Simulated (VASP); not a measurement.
# LaMg3 in VASP: further runs

The runs below take LaMg3 through single point, with LDA.

Everything below comes from runs of VASP 6.6.1. Logs are shortened: lines on timing, memory, paths and dates and some standing lists are left out, and cuts for length are marked.

### Step 1. The cell of the first run

The structure is cubic, space group Pm-3m (No. 221). The conventional cell has a = 4.826 Å, b = 4.826 Å, c = 4.826 Å, α = 90.00°, β = 90.00°, γ = 90.00°. Within 4.5 Å of La (site symmetry m-3m) lie 12 Mg at 3.41 Å. Within 4.5 Å of Mg (site symmetry 4/mmm) lie 4 La at 3.41 Å and 8 Mg at 3.41 Å.

### Step 2. Single point, LDA

INCAR

```
PREC = Accurate
ENCUT = 520
EDIFF = 1E-6
ISMEAR = -1
SIGMA = 0.1
LREAL = False
LASPH = True
NELM = 100
ALGO = Normal
ISIF = 2
LWAVE = False
LCHARG = False
NBANDS = 16
```

KPOINTS

```
Automatic mesh
0
Gamma
  5 5 5
```

POSCAR

```
LaMg3
1.0
    4.8263130000      0.0000000000      0.0000000000
    0.0000000000      4.8263130000      0.0000000000
    0.0000000000      0.0000000000      4.8263130000
La Mg
1 3
Direct
    0.0000000000      0.0000000000      0.0000000000
    0.5000000000      0.5000000000      0.0000000000
    0.5000000000      0.0000000000      0.5000000000
    0.0000000000      0.5000000000      0.5000000000
```

Potentials or basis: VASP PAW LDA potentials, release 64 (La, Mg).

Command:

```bash
> cat potpaw_LDA.64/La/POTCAR potpaw_LDA.64/Mg/POTCAR > POTCAR
> mpirun -np 1 vasp_std > vasp.out
```

OUTCAR:

```text
PREC = Accurate
   ENCUT = 520
   EDIFF = 1E-6
   ISMEAR = -1
   LREAL = False
   LASPH = True
   NELM = 100
   ISIF = 2

 ion  position               nearest neighbor table
   1  0.000  0.000  0.000-   2 3.41   3 3.41   4 3.41   3 3.41   4 3.41   2 3.41   4 3.41   4 3.41
                             2 3.41   3 3.41   3 3.41   2 3.41
   2  0.500  0.500  0.000-   1 3.41   3 3.41   4 3.41   3 3.41   4 3.41   1 3.41   3 3.41   3 3.41
                             1 3.41   4 3.41   4 3.41   1 3.41
   3  0.500  0.000  0.500-   1 3.41   2 3.41   4 3.41   1 3.41   2 3.41   2 3.41   4 3.41   2 3.41
                             1 3.41   4 3.41   1 3.41   4 3.41
   4  0.000  0.500  0.500-   1 3.41   2 3.41   3 3.41   1 3.41   2 3.41   1 3.41   3 3.41   1 3.41
                             2 3.41   3 3.41   2 3.41   3 3.41

  LATTYP: Found a simple cubic cell.
 ALAT       =     4.8263130000

  Lattice vectors:

 A1 = (   4.8263130000,   0.0000000000,   0.0000000000)
 A2 = (   0.0000000000,   4.8263130000,   0.0000000000)
 A3 = (   0.0000000000,   0.0000000000,   4.8263130000)

Analysis of symmetry for initial positions (statically):
=====================================================================
 Subroutine PRICEL returns:
 Original cell was already a primitive cell.

 Routine SETGRP: Setting up the symmetry group for a
 simple cubic supercell.

 Subroutine GETGRP returns: Found 48 space group operations
 (whereof 48 operations were pure point group operations)
 out of a pool of 48 trial point group operations.

The static configuration has the point symmetry O_h .

Analysis of symmetry for dynamics (positions and initial velocities):
=====================================================================
 Subroutine PRICEL returns:
 Original cell was already a primitive cell.

 Routine SETGRP: Setting up the symmetry group for a
 simple cubic supercell.

 Subroutine GETGRP returns: Found 48 space group operations
 (whereof 48 operations were pure point group operations)
 out of a pool of 48 trial point group operations.

The dynamic configuration has the point symmetry O_h .

 Subroutine INISYM returns: Found 48 space group operations
 (whereof 48 operations are pure point group operations),
 and found     1 'primitive' translations

----------------------------------------------------------------------------------------

                                     Primitive cell

  volume of cell :     112.4207

  direct lattice vectors                    reciprocal lattice vectors
     4.826313000  0.000000000  0.000000000     0.207197503  0.000000000  0.000000000
     0.000000000  4.826313000  0.000000000     0.000000000  0.207197503  0.000000000
     0.000000000  0.000000000  4.826313000     0.000000000  0.000000000  0.207197503

  length of vectors
     4.826313000  4.826313000  4.826313000     0.207197503  0.207197503  0.207197503

  position of ions in fractional coordinates (direct lattice)
     0.000000000  0.000000000  0.000000000
     0.500000000  0.500000000  0.000000000
     0.500000000  0.000000000  0.500000000
     0.000000000  0.500000000  0.500000000

  ion indices of the primitive-cell ions
   primitive index   ion index
                 1           1
                 2           2
                 3           3
                 4           4

----------------------------------------------------------------------------------------

 KPOINTS: Automatic mesh

Automatic generation of k-mesh.
 Grid dimensions read from file:
 generate k-points for:    5    5    5

 Generating k-lattice:

  Cartesian coordinates                     Fractional coordinates (reciprocal lattice)
     0.041439501  0.000000000  0.000000000     0.200000000  0.000000000  0.000000000
     0.000000000  0.041439501  0.000000000     0.000000000  0.200000000  0.000000000
     0.000000000  0.000000000  0.041439501     0.000000000  0.000000000  0.200000000

  Length of vectors
     0.041439501  0.041439501  0.041439501

  Shift w.r.t. Gamma in fractional coordinates (k-lattice)
     0.000000000  0.000000000  0.000000000

 Subroutine IBZKPT returns following result:
 ===========================================

 Found     10 irreducible k-points:

 Following reciprocal coordinates:
            Coordinates               Weight
  0.000000  0.000000  0.000000      1.000000
  0.200000  0.000000  0.000000      6.000000
  0.400000  0.000000  0.000000      6.000000
  0.200000  0.200000  0.000000     12.000000
  0.400000  0.200000  0.000000     24.000000
  0.400000  0.400000  0.000000     12.000000
  0.200000  0.200000  0.200000      8.000000
  0.400000  0.200000  0.200000     24.000000
  0.400000  0.400000  0.200000     24.000000
  0.400000  0.400000  0.400000      8.000000
   k-points           NKPTS =     10   k-points in BZ     NKDIM =     10   number of bands    NBANDS=     16
   number of dos      NEDOS =    301   number of ions     NIONS =      4
   total plane-waves  NPLWV =  46656
   dimension x,y,z NGX =    36 NGY =   36 NGZ =   36
   dimension x,y,z NGXF=    72 NGYF=   72 NGZF=   72
   ions per type =               1   3
   NGX,Y,Z   is equivalent  to a cutoff of  12.40, 12.40, 12.40 a.u.
   NGXF,Y,Z  is equivalent  to a cutoff of  24.80, 24.80, 24.80 a.u.
 SYSTEM =  unknown system
   PREC   = accura    normal or accurate (medium, high low for compatibility)
   ISTART =      0    job   : 0-new  1-cont  2-samecut
   ICHARG =      2    charge: 1-file 2-atom 10-const
   ISPIN  =      1    spin polarized calculation?
   LNONCOLLINEAR =      F non collinear calculations
   LSORBIT =      F    spin-orbit coupling
   LASPH  =      T    aspherical Exc in radial PAW
   ENCUT  =  520.0 eV  38.22 Ry    6.18 a.u.   8.97  8.97  8.97*2*pi/ulx,y,z
   NELM   =    100;   NELMIN=  2; NELMDL= -5     # of ELM steps
   EDIFF  = 0.1E-05   stopping-criterion for ELM
   LREAL  =      F    real-space projection
   EDIFFG = 0.1E-04   stopping-criterion for IOM
   NSW    =      0    number of steps for IOM
   IBRION =     -1    ionic relax: 0-MD 1-quasi-New 2-CG
   NFREE  =      0    steps in history (QN), initial steepest desc. (CG)
   ISIF   =      2    stress and relaxation
   ISYM   =      2    0-nonsym 1-usesym 2-fastsym
   POTIM  = 0.5000    time-step for ionic-motion
   TEBEG  =    0.0;   TEEND  =   0.0 temperature during run
   PSTRESS=    0.0 pullay stress
   NELECT =      17.0000    total number of electrons
   NUPDOWN=      -1.0000    fix difference up-down
   EMIN   =  10.00;   EMAX   =-10.00  energy-range for DOS
   EFERMI =   0.00;   METHOD = LEGACY
   ISMEAR =    -1;   SIGMA  =   0.10  broadening in eV -4-tet -1-fermi 0-gaus
   EFERMI_NEDOS =   21; number of points for ismear=-14 and -15
   IALGO  =     38    algorithm
   IMIX   =      4    mixing-type and parameters
     AMIX     =   0.40;   BMIX     =  1.00
     AMIX_MAG =   1.60;   BMIX_MAG =  1.00
  volume/ion in A,a.u.               =      28.11       189.66
  Fermi-wavevector in a.u.,A,eV,Ry     =   0.872186  1.648192 10.350060  0.760708
  Thomas-Fermi vector in A             =   1.991399
   LORBIT       =      0    0 simple, 1 ext, 2 COOP (PROOUT), +10 PAW based schemes
   GGA     = CA    functional components
   LHFCALC =     F    Hartree Fock is set to
   AEXX    =    0.0000 exact exchange contribution
   IVDW    =     0    specifies the selected vdW correction
   LEPSILON=     F    determine dielectric tensor
   LRPA    =     F    only Hartree local field effects (RPA)
 non-spin polarized calculation
  energy-cutoff  :      520.00
  volume of cell :      112.42
 maximum number of plane-waves:      3043
 NGX is ok and might be reduce to    36
   NGX = 17   NGY = 17   NGZ = 17

 number of electron      16.9999997 magnetization

 Free energy of the ion-electron system (eV)
  ---------------------------------------------------
  ext. energy  EPLUGINS =         0.00000000
  ---------------------------------------------------
  free energy    TOTEN  =       -11.18473328 eV

  energy without entropy =      -11.04123415  energy(sigma->0) =      -11.11298372

 E-fermi :   3.6627     XC(G=0):  -8.8451

 val. band max:        3.5741046482   @ k =   0.4000   0.4000   0.2000
 cond. band min:       3.6840465569   @ k =   0.4000   0.2000   0.0000
 fundamental gap:      0.1099419087
 Fermi energy:         3.6626962552

 k-point     1 :       0.0000    0.0000    0.0000
  band No.  band energies     occupation
      1     -29.0100      2.00000
      2     -12.7287      2.00000
      3     -12.7287      2.00000
      4     -12.7287      2.00000
      5      -1.8167      2.00000
      6       2.5108      1.99998
[... 8 lines left out ...]
     15       5.4093      0.00000
     16       5.4093      0.00000

 k-point     2 :       0.2000    0.0000    0.0000
  band No.  band energies     occupation
      1     -29.0090      2.00000
      2     -12.7613      2.00000
      3     -12.7261      2.00000
      4     -12.7261      2.00000
      5      -1.5065      2.00000
      6       1.9655      2.00000
[... 8 lines left out ...]
     15       5.3699      0.00000
     16       5.3699      0.00000

 k-point     3 :       0.4000    0.0000    0.0000
  band No.  band energies     occupation
      1     -29.0074      2.00000
      2     -12.8132      2.00000
      3     -12.7218      2.00000
      4     -12.7218      2.00000
      5      -0.6444      2.00000
      6       0.6203      2.00000
[... 8 lines left out ...]
     15       5.3661      0.00000
     16       5.3661      0.00000
[... 96 lines left out ...]
 k-point     9 :       0.4000    0.4000    0.2000
  band No.  band energies     occupation
      1     -29.0039      2.00000
      2     -12.7975      2.00000
      3     -12.7963      2.00000
      4     -12.7439      2.00000
      5       0.3262      2.00000
      6       1.4961      2.00000
[... 8 lines left out ...]
     15       5.3353      0.00000
     16       5.3365      0.00000

 k-point    10 :       0.4000    0.4000    0.4000
  band No.  band energies     occupation
      1     -29.0024      2.00000
      2     -12.7909      2.00000
      3     -12.7893      2.00000
      4     -12.7893      2.00000
      5       0.8281      2.00000
      6       1.5442      2.00000
[... 8 lines left out ...]
     15       5.3570      0.00000
     16       5.3624      0.00000

------------------------ aborting loop because EDIFF is reached ----------------------------------------

  FORCE on cell =-STRESS in cart. coord.  units (eV):
  Direction    XX          YY          ZZ          XY          YZ          ZX
  --------------------------------------------------------------------------------------
  -------------------------------------------------------------------------------------
  Total       -1.7854652     -1.7854652     -1.7854652     -0.0000000     -0.0000000      0.0000000
  in kB      -25.4457652    -25.4457652    -25.4457652     -0.0000000     -0.0000000      0.0000000
  external PRESSURE =     -25.4457652 kB  Pullay stress =       0.0000000 kB

 VOLUME and BASIS-vectors are now :
 -----------------------------------------------------------------------------
  energy-cutoff  :      520.00
  volume of cell :      112.42
      direct lattice vectors                 reciprocal lattice vectors
     4.826313000  0.000000000  0.000000000     0.207197503  0.000000000  0.000000000
     0.000000000  4.826313000  0.000000000     0.000000000  0.207197503  0.000000000
     0.000000000  0.000000000  4.826313000     0.000000000  0.000000000  0.207197503

 POSITION                                       TOTAL-FORCE (eV/Angst)
 -----------------------------------------------------------------------------------
      0.00000      0.00000      0.00000         0.000000      0.000000      0.000000
      2.41316      2.41316      0.00000         0.000000      0.000000      0.000000
      2.41316      0.00000      2.41316         0.000000      0.000000      0.000000
      0.00000      2.41316      2.41316         0.000000      0.000000      0.000000
 -----------------------------------------------------------------------------------
    total drift:                               -0.000000     -0.000000     -0.000000

  FREE ENERGIE OF THE ION-ELECTRON SYSTEM (eV)
  ---------------------------------------------------
  free  energy   TOTEN  =       -11.1847332830 eV

  energy  without entropy=      -11.0412341532  energy(sigma->0) =      -11.11298372
```

Wall time 36 s (1 thread of AMD EPYC 7R13, shared host); peak memory 0.15 GiB.

Results:

| Item | Value |
| --- | --- |
| Free energy | -11.1847 eV |
| Pressure | -2.5 GPa |

Caveat: spin-orbit coupling is left out, which moves the levels of the heavy elements.

### Step 3. Single point, LDA

INCAR

```
SYSTEM = LaMg3
PREC = Accurate
ENCUT = 520
EDIFF = 1E-6
ISMEAR = -1
SIGMA = 0.1
LREAL = .False.
LASPH = .True.
NELM = 80
ALGO = Normal
ISIF = 2
LWAVE = .False.
LCHARG = .False.
GGA = CA
NBANDS = 16
```

KPOINTS

```
Automatic mesh
0
Gamma
  5 5 5
  0 0 0
```

POSCAR: that of step 2 with these lines changed.

```diff
@@ -8,3 +8,3 @@
 Direct
-    0.0000000000      0.0000000000      0.0000000000
+    0.0000000000     -0.0041439501      0.0000000000
     0.5000000000      0.5000000000      0.0000000000
```

Potentials or basis: VASP PAW LDA potentials, release 64 (La, Mg).

Command:

```bash
> cat potpaw_LDA.64/La/POTCAR potpaw_LDA.64/Mg/POTCAR > POTCAR
> mpirun -np 1 vasp_std > vasp.out
```

It took 58 s on 1 thread of AMD EPYC 7R13, shared host; peak memory 0.16 GiB.

It converged, with:

| Quantity | Value |
| --- | --- |
| Free energy | -11.1838 eV |
| Pressure | -2.5 GPa |
| Largest force | 0.090 eV/Å |

Forces in eV/Å, atoms in the order of the input:
```
La   0.000  0.090  0.000
Mg   0.000 -0.040  0.000
Mg   0.000 -0.011  0.000
Mg   0.000 -0.040  0.000
```

Levels at points of the mesh, in eV from the Fermi level:
```csv
k point,band 6,band 7,band 8,band 9,band 10,band 11
"(0.00, 0.00, 0.00)",-1.15,-1.15,0.62,0.62,0.62,1.48
```

Caveat: spin-orbit coupling is left out, which moves the levels of the heavy elements.

### Step 4. Single point, LDA

INCAR

```
SYSTEM = LaMg3
PREC     = Accurate       ! precision mode
ENCUT    = 520            ! plane-wave cutoff, eV
EDIFF    = 1E-7           ! SCF threshold, eV
ISMEAR   = -1             ! smearing method
SIGMA    = 0.1            ! smearing width, eV
LREAL    = .FALSE.        ! projectors in reciprocal space
LASPH    = .TRUE.         ! aspherical terms in the spheres
NELM     = 100            ! most SCF steps
ALGO     = Normal         ! electronic algorithm
ISIF     = 2              ! what is computed and relaxed
LWAVE    = .FALSE.        ! write WAVECAR
LCHARG   = .FALSE.        ! write CHGCAR
GGA      = CA             ! functional
NBANDS   = 16             ! bands
```

KPOINTS

```
Automatic mesh
0
G
  5 5 5
  0 0 0
```

POSCAR: that of step 3 with these lines changed.

```diff
@@ -8,3 +8,3 @@
 Direct
-    0.0000000000     -0.0041439501      0.0000000000
+    0.0000000000     -0.0020719750      0.0000000000
     0.5000000000      0.5000000000      0.0000000000
```

Command:

```bash
> cat potpaw_LDA.64/La/POTCAR potpaw_LDA.64/Mg/POTCAR > POTCAR
> mpirun -np 1 vasp_std > vasp.out
```

Wall time 66 s (1 thread of AMD EPYC 7R13, shared host); peak memory 0.16 GiB.

Results (log left out):

- Free energy: -11.1845 eV
- Pressure: -2.5 GPa
- Largest force: 0.045 eV/Å

Forces in eV/Å, atoms in the order of the input:
```
La   0.000  0.045  0.000
Mg   0.000 -0.020  0.000
Mg   0.000 -0.006  0.000
Mg   0.000 -0.020  0.000
```

Levels at points of the mesh, in eV from the Fermi level:
```
           k point  band 5  band 6  band 7  band 8  band 9  band 10  band 11  band 12
(0.00, 0.00, 0.00)   -5.48   -1.15   -1.15    0.62    0.62     0.62     1.48     1.48
```

Caveat: spin-orbit coupling is left out, which moves the levels of the heavy elements.
